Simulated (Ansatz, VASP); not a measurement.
## One calculation of C, two programs

```
C
1.0
     2.49732    0.00000    0.00000
     0.00000    3.53175    0.00000
     0.00000    0.00000   18.49730
C
6
Direct
  0.75000 0.09797 0.43956
  0.25000 0.90203 0.43956
  0.25000 0.60988 0.50000
  0.75000 0.39012 0.50000
  0.75000 0.09797 0.56044
  0.25000 0.90203 0.56044
```

Alike in both runs: functional LDA; k mesh 10 × 7 × 1; occupations fermi-dirac, width 0.02 eV; no spin polarisation.

Ansatz relaxed the structure, and its values are those at the end. VASP's run is a single point on that final structure, the one shown.

|  | VASP | Ansatz |
| --- | --- | --- |
| version | VASP 6.6.1 | Ansatz 0.2.0 |
| potentials or method | VASP PAW LDA potentials, release 64 (C), cutoff 520 eV | all-electron LAPW, scalar-relativistic |

VASP gave:

- rms of the force components (eV/Å): 0.029

**Question.** What did Ansatz give for the same quantities?

**Answer.** rms of the force components (eV/Å): 0.004.

LDA's correlation is that of Perdew and Zunger in VASP and of Perdew and Wang (1992) in Ansatz. Ansatz ran all-electron here, and VASP with PAW potentials.
